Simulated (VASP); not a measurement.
Here is a VASP 6.6.1 calculation.

INCAR

```
SYSTEM = Fe
PREC = Accurate
ENCUT = 520
EDIFF = 1E-6
ISMEAR = 0
SIGMA = 0.02
LREAL = .FALSE.
LASPH = .TRUE.
NELM = 150
ALGO = Normal
ISIF = 2
LWAVE = .FALSE.
LCHARG = .FALSE.
ISPIN = 2
MAGMOM = 3.5
LORBIT = 11
LMAXMIX = 4
GGA = PS
NBANDS = 14
```

KPOINTS

```
regular mesh
0
G
  12 12 12
  0 0 0
```

Contents of POSCAR:

```
Fe
1.0
   -1.3925656075      1.3925656075      1.3925656075
    1.3925656075     -1.3925656075      1.3925656075
    1.3925656075      1.3925656075     -1.3925656075
Fe
1
Direct
    0.0000000000      0.0000000000      0.0000000000
```

Potentials or basis: VASP PAW PBE potentials, release 64 (Fe).

The run is started by

```sh
$ cat potpaw_PBE.64/Fe/POTCAR > POTCAR
$ mpirun -np 1 vasp_std > vasp.out
```

Estimate the net moment.

2.07 μB per cell.

Estimate the site moments.

Fe +2.06 μB.
